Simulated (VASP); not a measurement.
# AlCu (P4mm) in VASP: further runs

The runs below take AlCu through single point, with PBEsol.

Everything below comes from runs of VASP 6.6.1. Logs are shortened: lines on timing, memory, paths and dates and some standing lists are left out, and cuts for length are marked.

## 1. The cell of the first run

It takes space group P4mm (No. 99, tetragonal). Conventional cell: a = 2.998 Å, b = 2.998 Å, c = 2.998 Å, α = 90.00°, β = 90.00°, γ = 90.00°. Al (site symmetry 4mm) has 8 Cu at 2.37 to 2.87 Å and 6 Al at 3.00 Å within 3.1 Å. Within 3.1 Å of Cu (site symmetry 4mm) lie 8 Al at 2.37 to 2.87 Å and 6 Cu at 3.00 Å.

## 2. Single point, PBEsol (all Cu atoms moved +0.438 Å, as atom 2 along Cartesian [0 0 1])

Contents of INCAR:

```
SYSTEM = AlCu
PREC = Accurate
ENCUT = 520
EDIFF = 1E-7
ISMEAR = 0
SIGMA = 0.15
LREAL = .False.
LASPH = .True.
NELM = 80
ALGO = Fast
ISIF = 2
LWAVE = .False.
LCHARG = .True.
GGA = PS
LELF = .True.
LVHAR = .True.
NBANDS = 14
```

Contents of KPOINTS:

```
Automatic mesh
0
Gamma
  16 16 16
  0 0 0
```

Contents of POSCAR:

```
AlCu
1.0
    2.9975090000      0.0000000000      0.0000000000
    0.0000000000      2.9975090000      0.0000000000
    0.0000000000      0.0000000000      2.9975090000
Al Cu
1 1
Direct
    0.0000000000      0.0000000000      0.0000000000
    0.5000000000      0.5000000000      0.6459545242
```

Potentials or basis: VASP PAW PBE potentials, release 64 (Al, Cu).

Run with:

```sh
cat potpaw_PBE.64/Al/POTCAR potpaw_PBE.64/Cu/POTCAR > POTCAR
mpirun -np 1 vasp_std > vasp.out
```

OUTCAR:

```text
SYSTEM = AlCu
   PREC = Accurate
   ENCUT = 520
   EDIFF = 1E-7
   ISMEAR = 0
   LREAL = .False.
   LASPH = .True.
   NELM = 80
   ISIF = 2
   GGA = PS

 ion  position               nearest neighbor table
   1  0.000  0.000  0.000-   2 2.37   2 2.37   2 2.37   2 2.37   2 2.87   2 2.87   2 2.87   2 2.87

   2  0.500  0.500  0.646-   1 2.37   1 2.37   1 2.37   1 2.37   1 2.87   1 2.87   1 2.87   1 2.87

  LATTYP: Found a simple cubic cell.
 ALAT       =     2.9975090000

  Lattice vectors:

 A1 = (   2.9975090000,   0.0000000000,   0.0000000000)
 A2 = (   0.0000000000,   2.9975090000,   0.0000000000)
 A3 = (   0.0000000000,   0.0000000000,   2.9975090000)

Analysis of symmetry for initial positions (statically):
=====================================================================
 Subroutine PRICEL returns:
 Original cell was already a primitive cell.

 Routine SETGRP: Setting up the symmetry group for a
 simple cubic supercell.

 Subroutine GETGRP returns: Found  8 space group operations
 (whereof  8 operations were pure point group operations)
 out of a pool of 48 trial point group operations.

The static configuration has the point symmetry C_4v.

Analysis of symmetry for dynamics (positions and initial velocities):
=====================================================================
 Subroutine PRICEL returns:
 Original cell was already a primitive cell.

 Routine SETGRP: Setting up the symmetry group for a
 simple cubic supercell.

 Subroutine GETGRP returns: Found  8 space group operations
 (whereof  8 operations were pure point group operations)
 out of a pool of 48 trial point group operations.

The dynamic configuration has the point symmetry C_4v.

 Subroutine INISYM returns: Found  8 space group operations
 (whereof  8 operations are pure point group operations),
 and found     1 'primitive' translations

----------------------------------------------------------------------------------------

                                     Primitive cell

  volume of cell :      26.9328

  direct lattice vectors                    reciprocal lattice vectors
     2.997509000  0.000000000  0.000000000     0.333610341  0.000000000  0.000000000
     0.000000000  2.997509000  0.000000000     0.000000000  0.333610341  0.000000000
     0.000000000  0.000000000  2.997509000     0.000000000  0.000000000  0.333610341

  length of vectors
     2.997509000  2.997509000  2.997509000     0.333610341  0.333610341  0.333610341

  position of ions in fractional coordinates (direct lattice)
     0.000000000  0.000000000  0.000000000
     0.500000000  0.500000000  0.645954524

  ion indices of the primitive-cell ions
   primitive index   ion index
                 1           1
                 2           2

----------------------------------------------------------------------------------------

 KPOINTS: Automatic mesh

Automatic generation of k-mesh.
 Grid dimensions read from file:
 generate k-points for:   16   16   16

 Generating k-lattice:

  Cartesian coordinates                     Fractional coordinates (reciprocal lattice)
     0.020850646  0.000000000  0.000000000     0.062500000  0.000000000  0.000000000
     0.000000000  0.020850646  0.000000000     0.000000000  0.062500000  0.000000000
     0.000000000  0.000000000  0.020850646     0.000000000  0.000000000  0.062500000

  Length of vectors
     0.020850646  0.020850646  0.020850646

  Shift w.r.t. Gamma in fractional coordinates (k-lattice)
     0.000000000  0.000000000  0.000000000

 Subroutine IBZKPT returns following result:
 ===========================================

 Found    405 irreducible k-points:

 Following reciprocal coordinates:
            Coordinates               Weight
  0.000000  0.000000  0.000000      1.000000
  0.062500  0.000000  0.000000      4.000000
  0.000000  0.000000  0.062500      2.000000
  0.125000  0.000000  0.000000      4.000000
  0.000000  0.000000  0.125000      2.000000
  0.187500  0.000000  0.000000      4.000000
[... 16 lines left out ...]
  0.187500  0.062500  0.000000      8.000000
  0.000000  0.187500  0.062500      8.000000
 [... further k-points ...]
   k-points           NKPTS =    405   k-points in BZ     NKDIM =    405   number of bands    NBANDS=     14
   number of dos      NEDOS =    301   number of ions     NIONS =      2
   total plane-waves  NPLWV =  13824
   dimension x,y,z NGX =    24 NGY =   24 NGZ =   24
   dimension x,y,z NGXF=    48 NGYF=   48 NGZF=   48
   ions per type =               1   1
   NGX,Y,Z   is equivalent  to a cutoff of  13.31, 13.31, 13.31 a.u.
   NGXF,Y,Z  is equivalent  to a cutoff of  26.62, 26.62, 26.62 a.u.
 SYSTEM =  AlCu
   PREC   = accura    normal or accurate (medium, high low for compatibility)
   ISTART =      0    job   : 0-new  1-cont  2-samecut
   ICHARG =      2    charge: 1-file 2-atom 10-const
   ISPIN  =      1    spin polarized calculation?
   LNONCOLLINEAR =      F non collinear calculations
   LSORBIT =      F    spin-orbit coupling
   LASPH  =      T    aspherical Exc in radial PAW
   ENCUT  =  520.0 eV  38.22 Ry    6.18 a.u.   5.57  5.57  5.57*2*pi/ulx,y,z
   NELM   =     80;   NELMIN=  2; NELMDL= -5     # of ELM steps
   EDIFF  = 0.1E-06   stopping-criterion for ELM
   LREAL  =      F    real-space projection
   EDIFFG = 0.1E-05   stopping-criterion for IOM
   NSW    =      0    number of steps for IOM
   IBRION =     -1    ionic relax: 0-MD 1-quasi-New 2-CG
   NFREE  =      0    steps in history (QN), initial steepest desc. (CG)
   ISIF   =      2    stress and relaxation
   ISYM   =      2    0-nonsym 1-usesym 2-fastsym
   POTIM  = 0.5000    time-step for ionic-motion
   TEBEG  =    0.0;   TEEND  =   0.0 temperature during run
   PSTRESS=    0.0 pullay stress
   NELECT =      14.0000    total number of electrons
   NUPDOWN=      -1.0000    fix difference up-down
   EMIN   =  10.00;   EMAX   =-10.00  energy-range for DOS
   EFERMI =   0.00;   METHOD = LEGACY
   ISMEAR =     0;   SIGMA  =   0.15  broadening in eV -4-tet -1-fermi 0-gaus
   EFERMI_NEDOS =   21; number of points for ismear=-14 and -15
   IALGO  =     68    algorithm
   IMIX   =      4    mixing-type and parameters
     AMIX     =   0.40;   BMIX     =  1.00
     AMIX_MAG =   1.60;   BMIX_MAG =  1.00
  volume/ion in A,a.u.               =      13.47        90.88
  Fermi-wavevector in a.u.,A,eV,Ry     =   1.316306  2.487459 23.574307  1.732663
  Thomas-Fermi vector in A             =   2.446428
   LORBIT       =      0    0 simple, 1 ext, 2 COOP (PROOUT), +10 PAW based schemes
   GGA     = PS    functional components
   LHFCALC =     F    Hartree Fock is set to
   AEXX    =    0.0000 exact exchange contribution
   IVDW    =     0    specifies the selected vdW correction
   LEPSILON=     F    determine dielectric tensor
   LRPA    =     F    only Hartree local field effects (RPA)
 non-spin polarized calculation
 RMM-DIIS sequential band-by-band and
 Gauss-broadening in eV      SIGMA  =   0.15
  energy-cutoff  :      520.00
  volume of cell :       26.93
 maximum number of plane-waves:       743
 NGX is ok and might be reduce to    24
   NGX = 11   NGY = 11   NGZ = 11

 number of electron      14.0000020 magnetization

 Free energy of the ion-electron system (eV)
  ---------------------------------------------------
  ext. energy  EPLUGINS =         0.00000000
  ---------------------------------------------------
  free energy    TOTEN  =        -8.34714693 eV

  energy without entropy =       -8.34025538  energy(sigma->0) =       -8.34370115

 E-fermi :   8.8668     XC(G=0): -11.5705

 val. band max:        8.8620835018   @ k =   0.2500   0.2500   0.1875
 cond. band min:       8.8690712407   @ k =   0.0625   0.4375   0.3750
 fundamental gap:      0.0069877390
 Fermi energy:         8.8668098632

 k-point     1 :       0.0000    0.0000    0.0000
  band No.  band energies     occupation
      1      -2.5389      2.00000
      2       3.7890      2.00000
      3       3.9155      2.00000
      4       4.7860      2.00000
      5       4.9194      2.00000
      6       4.9194      2.00000
      7      12.7533      0.00000
      8      12.7533      0.00000
      9      13.0496      0.00000
     10      15.2179      0.00000
     11      15.3606      0.00000
     12      18.3976      0.00000
     13      26.6432      0.00000
     14      27.2016      0.00000

 k-point     2 :       0.0625    0.0000    0.0000
  band No.  band energies     occupation
      1      -2.4727      2.00000
      2       3.7939      2.00000
      3       3.9246      2.00000
      4       4.7661      2.00000
      5       4.9028      2.00000
      6       4.9215      2.00000
      7      11.9033      0.00000
      8      12.8344      0.00000
      9      13.2246      0.00000
     10      15.2579      0.00000
     11      15.9166      0.00000
     12      18.7177      0.00000
     13      26.1153      0.00000
     14      26.4092      0.00000

 k-point     3 :       0.0000    0.0000    0.0625
  band No.  band energies     occupation
      1      -2.4742      2.00000
      2       3.7979      2.00000
      3       3.9192      2.00000
      4       4.7879      2.00000
      5       4.9024      2.00000
      6       4.9024      2.00000
      7      12.1402      0.00000
      8      12.8289      0.00000
      9      12.8289      0.00000
     10      15.3872      0.00000
     11      16.0390      0.00000
     12      18.6232      0.00000
     13      26.0304      0.00000
     14      26.0305      0.00000
[... 324 lines left out ...]
 k-point    23 :       0.1875    0.0625    0.0000
  band No.  band energies     occupation
      1      -1.8814      2.00000
      2       3.8089      2.00000
      3       3.9918      2.00000
      4       4.6082      2.00000
      5       4.7931      2.00000
      6       4.9181      2.00000
      7       9.1473      0.00818
      8      12.5634      0.00000
      9      14.0675      0.00000
     10      15.7153      0.00000
     11      17.7706      0.00000
     12      21.3271      0.00000
     13      22.6060      0.00000
     14      23.8614      0.00000

 k-point    24 :       0.0000    0.1875    0.0625
  band No.  band energies     occupation
      1      -1.8828      2.00000
      2       3.8044      2.00000
      3       3.9947      2.00000
      4       4.6346      2.00000
      5       4.7699      2.00000
      6       4.9177      2.00000
      7       9.1395      0.01015
      8      12.8534      0.00000
      9      13.5352      0.00000
     10      16.1302      0.00000
     11      17.5908      0.00000
     12      21.2122      0.00000
     13      23.1019      0.00000
     14      23.5225      0.00000

 [... further k-points ...]
[... 5 lines left out ...]
  --------------------------------------------------------------------------------------
  -------------------------------------------------------------------------------------
  Total        1.0236210      1.0236210     -0.1125008      0.0000000     -0.0000000      0.0000000
  in kB       60.8931263     60.8931263     -6.6924419      0.0000000     -0.0000000      0.0000000
  external PRESSURE =      38.3646036 kB  Pullay stress =       0.0000000 kB

 VOLUME and BASIS-vectors are now :
 -----------------------------------------------------------------------------
  energy-cutoff  :      520.00
  volume of cell :       26.93
      direct lattice vectors                 reciprocal lattice vectors
     2.997509000  0.000000000  0.000000000     0.333610341  0.000000000  0.000000000
     0.000000000  2.997509000  0.000000000     0.000000000  0.333610341  0.000000000
     0.000000000  0.000000000  2.997509000     0.000000000  0.000000000  0.333610341

 POSITION                                       TOTAL-FORCE (eV/Angst)
 -----------------------------------------------------------------------------------
      0.00000      0.00000      0.00000        -0.000000     -0.000000      1.618623
      1.49875      1.49875      1.93625         0.000000      0.000000     -1.618623
 -----------------------------------------------------------------------------------
    total drift:                                0.000000     -0.000000     -0.000574

  FREE ENERGIE OF THE ION-ELECTRON SYSTEM (eV)
  ---------------------------------------------------
  free  energy   TOTEN  =        -8.3471469253 eV

  energy  without entropy=       -8.3402553800  energy(sigma->0) =       -8.34370115
```

Wall time 1.8 min (1 thread of Intel Xeon Platinum 8488C (Sapphire Rapids), shared host); peak memory 0.26 GiB.

Results:

- Free energy: -8.3471 eV
- Pressure: 3.8 GPa
- Largest force: 1.619 eV/Å
- Band gap on the k mesh: zero (band 7 reaches 12.75 eV, above the bottom of band 8 at 7.91 eV)

Forces in eV/Å, atoms in the order of the input:
```
Al   0.000  0.000  1.619
Cu   0.000  0.000 -1.619
```

Stress tensor (GPa, compression positive):
```
 6.09  0.00  0.00
 0.00  6.09  0.00
 0.00  0.00 -0.67
```

Caveat: the cell differs from its parent crystal (all Cu atoms moved +0.438 Å, as atom 2 along Cartesian [0 0 1]); the PAW data sets were made with another functional, which shifts forces and pressure a little.

(Part 1 of 2 ends here.)
